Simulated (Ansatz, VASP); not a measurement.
## One calculation of AlGa3Sb4, two programs

```
CELL_PARAMETERS angstrom
4.38172 0.00000 0.00000
-2.19086 3.79468 0.00000
0.00000 0.00000 14.44171
ATOMIC_POSITIONS crystal
Al 0.33333 0.66667 0.49980
Ga 0.66667 0.33333 0.25009
Ga 0.66667 0.33333 0.75058
Ga 0.33333 0.66667 0.00023
Sb 0.66667 0.33333 0.43709
Sb 0.66667 0.33333 0.93744
Sb 0.33333 0.66667 0.18724
Sb 0.33333 0.66667 0.68735
```

Alike in both runs: task relaxation of cell and atoms; functional PBE; k mesh 12 × 12 × 4; occupations gaussian, width 0.1 eV; no spin polarisation.

|  | VASP | Ansatz |
| --- | --- | --- |
| version | VASP 6.6.1 | Ansatz 0.2.0 |
| potentials or method | VASP PAW PBE potentials, release 64 (Al, Ga_d, Sb), cutoff 600 eV | scalar-relativistic, plane waves, PAW |
| valence electrons in the cell | 62 | 102 |

|  | VASP | Ansatz | Ansatz less VASP |
| --- | --- | --- | --- |
| gap on the k mesh at the Fermi level, each at its own relaxed structure (eV) | none | none | - |
| relaxed volume (Å³/atom) | 30.08 | 30.02 | -0.068 |
| relaxed length of the cell vector where the two differ most in proportion (Å) | 4.385 | 4.382 | -0.0034 |

A gap of «none» marks a metal or a gap that the smearing closes. VASP's potentials hold 62 valence electrons a cell and Ansatz's 102, so a difference there can come from the potentials and not from the codes.

Spin-orbit coupling is off throughout.
